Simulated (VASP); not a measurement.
# BeSe in VASP: relaxation of the atoms with PBE+D3(BJ)

Aim: the relaxation of the atoms of BeSe with PBE+D3(BJ).

Everything below comes from runs of VASP 6.6.1. Logs are shortened: lines on timing, memory, paths and dates and some standing lists are left out, and cuts for length are marked.

## Step 1: The cell of the first run

The cell holds a slab with vacuum, 8 atoms: a = 3.585 Å, b = 3.585 Å, c = 24.513 Å, α = 90.00°, β = 90.00°, γ = 120.00°.

## Step 2: Relaxation of the atoms, PBE+D3(BJ)

The input, INCAR:

```
PREC = Accurate
ENCUT = 520
EDIFF = 1E-6
ISMEAR = -1
SIGMA = 0.05
LREAL = F
LASPH = T
NELM = 60
ALGO = Normal
ISIF = 2
LWAVE = F
LCHARG = F
LDIPOL = T
IDIPOL = 3
DIPOL = 0.5 0.5 0.500
GGA = PE
IVDW = 12
IBRION = 2
NSW = 60
EDIFFG = -0.02
```

The input, KPOINTS:

```
Automatic mesh
0
Gamma
  9 9 1
```

The input, POSCAR:

```
BeSe
1.0
    3.5850313806      0.0000000000      0.0000000000
   -1.7925156903      3.1047282490      0.0000000000
    0.0000000000      0.0000000000     24.5132890606
Se Be
4 4
Selective dynamics
Direct
    0.0000000000      0.0000000000      0.3059564949  F F F
    0.3333333333      0.6666666667      0.4253678827  F F F
    0.6666666667      0.3333333333      0.5447792704  T T T
    0.0000000000      0.0000000000      0.6641906581  T T T
    0.3333333333      0.6666666667      0.3358093419  F F F
    0.6666666667      0.3333333333      0.4552207296  F F F
    0.0000000000      0.0000000000      0.5746321173  T T T
    0.3333333333      0.6666666667      0.6940435051  T T T
```

Potentials or basis: VASP PAW PBE potentials, release 64 (Se, Be).

Launch:

```console
$ cat potpaw_PBE.64/Se/POTCAR potpaw_PBE.64/Be/POTCAR > POTCAR
$ mpirun -np 1 vasp_std > vasp.out
```

OUTCAR:

```text
PREC = Accurate
   ENCUT = 520
   EDIFF = 1E-6
   ISMEAR = -1
   LREAL = F
   LASPH = T
   NELM = 60
   ISIF = 2
   GGA = PE
   IVDW = 12
   IBRION = 2
   NSW = 60
   EDIFFG = -0.02
 IVDW          = 12

 ion  position               nearest neighbor table
   1  0.000  0.000  0.306-   5 2.20   5 2.20   5 2.20
   2  0.333  0.667  0.425-   6 2.20   6 2.20   5 2.20   6 2.20
   3  0.667  0.333  0.545-   7 2.20   7 2.20   7 2.20   6 2.20
   4  0.000  0.000  0.664-   7 2.20   8 2.20   8 2.20   8 2.20
   5  0.333  0.667  0.336-   2 2.20   1 2.20   1 2.20   1 2.20
   6  0.667  0.333  0.455-   2 2.20   2 2.20   3 2.20   2 2.20
   7  0.000  0.000  0.575-   3 2.20   3 2.20   3 2.20   4 2.20
   8  0.333  0.667  0.694-   4 2.20   4 2.20   4 2.20

  LATTYP: Found a hexagonal cell.
 ALAT       =     3.5850313806
 C/A-ratio  =     6.8376776821

  Lattice vectors:

 A1 = (   3.5850313806,   0.0000000000,   0.0000000000)
 A2 = (  -1.7925156903,   3.1047282490,   0.0000000000)
 A3 = (   0.0000000000,   0.0000000000,  24.5132890606)

Analysis of symmetry for initial positions (statically):
=====================================================================
 Subroutine PRICEL returns:
 Original cell was already a primitive cell.

 Routine SETGRP: Setting up the symmetry group for a
 hexagonal supercell.

 Subroutine GETGRP returns: Found  6 space group operations
 (whereof  6 operations were pure point group operations)
 out of a pool of 24 trial point group operations.

The static configuration has the point symmetry C_3v.

Analysis of symmetry for dynamics (positions and initial velocities):
=====================================================================
 Subroutine PRICEL returns:
 Original cell was already a primitive cell.

 Routine SETGRP: Setting up the symmetry group for a
 hexagonal supercell.

 Subroutine GETGRP returns: Found  6 space group operations
 (whereof  6 operations were pure point group operations)
 out of a pool of 24 trial point group operations.

The dynamic configuration has the point symmetry C_3v.

Analysis of constrained symmetry for selective dynamics:
=====================================================================
 Subroutine PRICEL returns:
 Original cell was already a primitive cell.

 Routine SETGRP: Setting up the symmetry group for a
 hexagonal supercell.

 Subroutine GETGRP returns: Found  6 space group operations
 (whereof  6 operations were pure point group operations)
 out of a pool of 24 trial point group operations.

The constrained configuration has the point symmetry C_3v.

 Subroutine INISYM returns: Found  6 space group operations
 (whereof  6 operations are pure point group operations),
 and found     1 'primitive' translations

----------------------------------------------------------------------------------------

                                     Primitive cell

  volume of cell :     272.8463

  direct lattice vectors                    reciprocal lattice vectors
     3.585031381  0.000000000  0.000000000     0.278937586  0.161044691  0.000000000
    -1.792515690  3.104728249  0.000000000     0.000000000  0.322089381  0.000000000
     0.000000000  0.000000000 24.513289061     0.000000000  0.000000000  0.040794199

  length of vectors
     3.585031381  3.585031381 24.513289061     0.322089381  0.322089381  0.040794199

  position of ions in fractional coordinates (direct lattice)
     0.000000000  0.000000000  0.305956495
     0.333333333  0.666666667  0.425367883
     0.666666667  0.333333333  0.544779270
     0.000000000  0.000000000  0.664190658
     0.333333333  0.666666667  0.335809342
     0.666666667  0.333333333  0.455220730
     0.000000000  0.000000000  0.574632117
     0.333333333  0.666666667  0.694043505

  ion indices of the primitive-cell ions
   primitive index   ion index
                 1           1
                 2           2
                 3           3
                 4           4
                 5           5
                 6           6
[... 26 lines left out ...]

 Found     12 irreducible k-points:

 Following reciprocal coordinates:
            Coordinates               Weight
  0.000000  0.000000  0.000000      1.000000
  0.111111  0.000000  0.000000      6.000000
  0.222222  0.000000  0.000000      6.000000
  0.333333  0.000000  0.000000      6.000000
  0.444444  0.000000  0.000000      6.000000
  0.111111  0.111111  0.000000      6.000000
  0.222222  0.111111  0.000000     12.000000
  0.333333  0.111111  0.000000     12.000000
  0.444444  0.111111  0.000000      6.000000
  0.222222  0.222222  0.000000      6.000000
  0.333333  0.222222  0.000000     12.000000
  0.333333  0.333333  0.000000      2.000000
   k-points           NKPTS =     12   k-points in BZ     NKDIM =     12   number of bands    NBANDS=     21
   number of dos      NEDOS =    301   number of ions     NIONS =      8
   total plane-waves  NPLWV = 150528
   dimension x,y,z NGX =    28 NGY =   28 NGZ =  192
   dimension x,y,z NGXF=    56 NGYF=   56 NGZF=  384
   ions per type =               4   4
   NGX,Y,Z   is equivalent  to a cutoff of  12.98, 12.98, 13.02 a.u.
   NGXF,Y,Z  is equivalent  to a cutoff of  25.97, 25.97, 26.04 a.u.
 SYSTEM =  unknown system
   PREC   = accura    normal or accurate (medium, high low for compatibility)
   ISTART =      0    job   : 0-new  1-cont  2-samecut
   ICHARG =      2    charge: 1-file 2-atom 10-const
   ISPIN  =      1    spin polarized calculation?
   LNONCOLLINEAR =      F non collinear calculations
   LSORBIT =      F    spin-orbit coupling
   LASPH  =      T    aspherical Exc in radial PAW
   ENCUT  =  520.0 eV  38.22 Ry    6.18 a.u.   6.67  6.67 45.58*2*pi/ulx,y,z
   NELM   =     60;   NELMIN=  2; NELMDL= -5     # of ELM steps
   EDIFF  = 0.1E-05   stopping-criterion for ELM
   LREAL  =      F    real-space projection
   EDIFFG = -.2E-01   stopping-criterion for IOM
   NSW    =     60    number of steps for IOM
   IBRION =      2    ionic relax: 0-MD 1-quasi-New 2-CG
   NFREE  =      1    steps in history (QN), initial steepest desc. (CG)
   ISIF   =      2    stress and relaxation
   ISYM   =      2    0-nonsym 1-usesym 2-fastsym
   POTIM  = 0.5000    time-step for ionic-motion
   TEBEG  =    0.0;   TEEND  =   0.0 temperature during run
   PSTRESS=    0.0 pullay stress
   NELECT =      32.0000    total number of electrons
   NUPDOWN=      -1.0000    fix difference up-down
   EMIN   =  10.00;   EMAX   =-10.00  energy-range for DOS
   EFERMI =   0.00;   METHOD = LEGACY
   ISMEAR =    -1;   SIGMA  =   0.05  broadening in eV -4-tet -1-fermi 0-gaus
   EFERMI_NEDOS =   21; number of points for ismear=-14 and -15
   IALGO  =     38    algorithm
   IMIX   =      4    mixing-type and parameters
     AMIX     =   0.40;   BMIX     =  1.00
     AMIX_MAG =   1.60;   BMIX_MAG =  1.00
  volume/ion in A,a.u.               =      34.11       230.16
  Fermi-wavevector in a.u.,A,eV,Ry     =   0.801344  1.514320  8.737003  0.642152
  Thomas-Fermi vector in A             =   1.908813
   LORBIT       =      0    0 simple, 1 ext, 2 COOP (PROOUT), +10 PAW based schemes
   GGA     = PE    functional components
   LHFCALC =     F    Hartree Fock is set to
   AEXX    =    0.0000 exact exchange contribution
   IVDW    =    12    specifies the selected vdW correction
   LEPSILON=     F    determine dielectric tensor
   LRPA    =     F    only Hartree local field effects (RPA)
 conjugate gradient relaxation of ions
 non-spin polarized calculation
  energy-cutoff  :      520.00
  volume of cell :      272.85
 maximum number of plane-waves:      7391
 NGX is ok and might be reduce to    28
   NGX = 13   NGY = 13   NGZ = 91

 dipolmoment           0.000000      0.000000      0.001063 electrons x Angstroem

--------------------------------------- Ionic step        1  -------------------------------------------

 number of electron      32.0000000 magnetization

 Free energy of the ion-electron system (eV)
  ---------------------------------------------------
  ext. energy  EPLUGINS =         0.00000000
  ---------------------------------------------------
  free energy    TOTEN  =       -33.04531187 eV

  energy without entropy =      -33.01158294  energy(sigma->0) =      -33.02844741

------------------------ aborting loop because EDIFF is reached ----------------------------------------

 Edisp (eV)   -2.17912

 E8    (eV) :    -0.8752
[... 123 lines left out ...]
  FREE ENERGIE OF THE ION-ELECTRON SYSTEM (eV)
  ---------------------------------------------------
  free  energy   TOTEN  =       -35.3947497322 eV

  energy  without entropy=      -35.3706650298  energy(sigma->0) =      -35.38270738

 E-fermi :   0.0033     XC(G=0):  -5.1868

 val. band max:        0.0008170358   @ k =   0.4444   0.1111   0.0000
 cond. band min:       0.0549917303   @ k =   0.3333   0.3333   0.0000
 fundamental gap:      0.0541746945
 Fermi energy:         0.0033391848

 k-point     1 :       0.0000    0.0000    0.0000
  band No.  band energies     occupation
      1     -16.6256      2.00000
      2     -15.4421      2.00000
      3     -13.8869      2.00000
      4     -12.1175      2.00000
      5      -7.4181      2.00000
      6      -5.4963      2.00000
[... 277 lines left out ...]
     20       3.9133      0.00000
     21       4.7664      0.00000

[... ionic steps 4 to 8 ...]

--------------------------------------- Ionic step        9  -------------------------------------------

 number of electron      32.0000000 magnetization

------------------------ aborting loop because EDIFF is reached ----------------------------------------
[... 87 lines left out ...]
--------------------------------------- Ionic step       11  -------------------------------------------

 number of electron      32.0000000 magnetization

 dipolmoment           0.000000      0.000000     -0.285018 electrons x Angstroem

 Free energy of the ion-electron system (eV)
  ---------------------------------------------------
  ext. energy  EPLUGINS =         0.00000000
  ---------------------------------------------------
  free energy    TOTEN  =       -33.28600864 eV

  energy without entropy =      -33.25967313  energy(sigma->0) =      -33.27284088

 E-fermi :  -0.0111     XC(G=0):  -5.1772

 val. band max:       -0.0570936906   @ k =   0.4444   0.0000   0.0000
 cond. band min:      -0.0101491233   @ k =   0.4444   0.1111   0.0000
 fundamental gap:      0.0469445673
 Fermi energy:        -0.0110701936

 k-point     1 :       0.0000    0.0000    0.0000
  band No.  band energies     occupation
      1     -16.7152      2.00000
      2     -15.3222      2.00000
      3     -13.8889      2.00000
      4     -12.1255      2.00000
      5      -7.4460      2.00000
      6      -5.4346      2.00000
[... 277 lines left out ...]
     20       4.0177      0.00000
     21       4.7000      0.00000

------------------------ aborting loop because EDIFF is reached ----------------------------------------

 vacuum level on the upper side and lower side of the slab       (xc-potential included)        -2.276         2.261

 Edisp (eV)   -2.16278

 E8    (eV) :    -0.8682

  FORCE on cell =-STRESS in cart. coord.  units (eV):
  Direction    XX          YY          ZZ          XY          YZ          ZX
  --------------------------------------------------------------------------------------
  -------------------------------------------------------------------------------------
  Total       1.25574     1.25574     1.54154     0.00000     0.00000     0.00000
  in kB       7.37380     7.37380     9.05203     0.00000     0.00000     0.00000
  external pressure =        7.93 kB  Pullay stress =        0.00 kB
[... 23 lines left out ...]
  FREE ENERGIE OF THE ION-ELECTRON SYSTEM (eV)
  ---------------------------------------------------
  free  energy   TOTEN  =       -35.4487869786 eV

  energy  without entropy=      -35.4224514713  energy(sigma->0) =      -35.43561922

 reached required accuracy - stopping structural energy minimisation

 vacuum level on the upper side and lower side of the slab         2.266         6.900
```

It took 17 min on 1 thread of Intel Xeon Platinum 8259CL at 2.50GHz (Skylake/Cascade Lake), shared host; peak memory 0.45 GiB.

Results:

| Quantity | Value |
| --- | --- |
| Free energy | -35.4488 eV |
| Energy gained by relaxing | 28.0 meV/atom |
| Ionic steps | 11 |
| Band gap on the k mesh | zero (bands 16 and 17 overlap by 0.52 eV) |
| Dispersion energy per atom | -0.270 eV |

Step by step:
| step | energy change (eV) | largest force on free atoms (eV/Å) | pressure (GPa) |
| --- | --- | --- | --- |
| 1 | 0.0000 | 1.2926 | 0.50 |
| 2 | -0.1130 | 0.7752 | 0.56 |
| 3 | -0.1703 | 0.3607 | 0.69 |
| 4 | -0.1759 | 0.4071 | 0.75 |
| 5 | -0.1762 | 0.4371 | 0.77 |
| 6 | -0.1942 | 0.3429 | 0.78 |
| 7 | -0.2102 | 0.2876 | 0.77 |
| 8 | -0.2104 | 0.3272 | 0.77 |
| 9 | -0.2199 | 0.1509 | 0.78 |
| 10 | -0.2240 | 0.0497 | 0.80 |
| 11 | -0.2244 | 0.0153 | 0.79 |

Final structure:
```
CELL_PARAMETERS angstrom
3.58503 0.00000 0.00000
-1.79252 3.10473 0.00000
0.00000 0.00000 24.51329
ATOMIC_POSITIONS crystal
Se 0.00000 0.00000 0.30596
Se 0.33333 0.66667 0.42537
Se 0.66667 0.33333 0.54985
Se 0.00000 0.00000 0.67474
Be 0.33333 0.66667 0.33581
Be 0.66667 0.33333 0.45522
Be 0.00000 0.00000 0.57615
Be 0.33333 0.66667 0.68574
```

The gap in the log of VASP goes by the Fermi energy; the results here count the filled bands.